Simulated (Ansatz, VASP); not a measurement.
Two plane-wave programs on Sr2YSiO6

```
Sr Y O Si
1.0
     0.00000    4.07025    4.07025
     4.07025    0.00000    4.07025
     4.07025    4.07025    0.00000
Sr Y O Si
2 1 6 1
Direct
  0.25000 0.25000 0.25000
  0.75000 0.75000 0.75000
  0.50000 0.50000 0.50000
  0.77588 0.22412 0.22412
  0.22412 0.77588 0.22412
  0.22412 0.77588 0.77588
  0.77588 0.22412 0.77588
  0.22412 0.22412 0.77588
  0.77588 0.77588 0.22412
  0.00000 0.00000 0.00000
```

Alike in both runs: functional PBE; k mesh 7 × 7 × 7; no spin polarisation.

Ansatz relaxed the structure, and its values are those at the end. VASP's run is a single point on that final structure, the one shown.

```csv
,VASP,Ansatz
version,VASP 6.6.1,Ansatz 0.2.0
potentials or method,"VASP PAW PBE potentials, release 64 (Sr_sv, Y_sv, O, Si), cutoff 520 eV",PAW plane waves
occupations,"methfessel-paxton of order 1, width 0.2665 eV","cold, width 0.2665 eV"
valence electrons in the cell,71,71
```

|  | VASP | Ansatz | Ansatz less VASP |
| --- | --- | --- | --- |
| pressure (GPa) | -5.8 | -6.0 | -0.17 |
| rms of the force components (eV/Å) | 0.010 | 0.000 | -0.0102 |

Ansatz's warnings: stress scf threshold loose.
